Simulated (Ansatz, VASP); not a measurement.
# Pb in VASP and in Ansatz

Contents of INCAR:

```
PREC = Accurate
ENCUT = 520
EDIFF = 1E-8
ISMEAR = -1
SIGMA = 0.05
LREAL = False
LASPH = True
NELM = 80
ALGO = Normal
ISIF = 2
LWAVE = False
LCHARG = False
GGA = CA
LEFG = True
NBANDS = 21
```

File KPOINTS:

```
regular mesh
0
Gamma
  8 8 8
```

POSCAR

```
Pb
1.0
   -0.1031700017      3.3874150547      3.3874150547
    3.3874150547     -0.1031700017      3.3874150547
    3.3874150547      3.3874150547     -0.1031700017
Pb
2
Direct
    0.0000000000      0.0000000000      0.0000000000
    0.2500000000      0.2500000000      0.2500000000
```

Input for Ansatz:

```yaml
crystal:
  lattice:
    - [-0.1031700017, 3.3874150547, 3.3874150547]
    - [3.3874150547, -0.1031700017, 3.3874150547]
    - [3.3874150547, 3.3874150547, -0.1031700017]
  atoms:
    - { symbol: Pb, position: [0.0, 0.0, 0.0] }
    - { symbol: Pb, position: [0.25, 0.25, 0.25] }
kpoints:
  mp_grid: { grid: [8, 8, 8] }
scf:
  occupations: { method: fermi_dirac, width: 0.05 }
hamiltonian:
  xc: lda
  pseudopotentials: { kind: all_electron, datasets: crystal }
output:
  forces: true
  stress: true
  eigenvalues: true
  efg: { contact_densities: true }
```

Change from the starting cell: equal xy, yz and zx shear strains of -3 %, crystal datasets.

Alike in both runs: task electric field gradients; functional LDA; k mesh 8 × 8 × 8; occupations fermi-dirac, width 0.05 eV; no spin polarisation.

|  | VASP | Ansatz |
| --- | --- | --- |
| version | VASP 6.6.1 | Ansatz 0.2.0 |
| potentials or method | VASP PAW LDA potentials, release 64 (Pb_d), cutoff 520 eV | all-electron PAW with datasets made for the crystal, scalar-relativistic |

|  | VASP | Ansatz | Ansatz less VASP |
| --- | --- | --- | --- |
| pressure (GPa) | -0.6 | -0.6 | -0.02 |
| traceless stress, the component that is largest in VASP (GPa) | 1.11 | 1.09 | -0.012 |
| rms of the force components (eV/Å) | 0.223 | 0.220 | -0.0027 |
| size of Vzz on the site where it differs most (V/Å²) | 84.2 | 81.7 | -2.45 |

LDA's correlation is that of Perdew and Zunger in VASP and of Perdew and Wang (1992) in Ansatz. Atom by atom the forces differ by 0.003 eV/Å (rms over components). Ansatz ran all-electron here, and VASP with PAW potentials.

Neither program's run includes spin-orbit coupling.
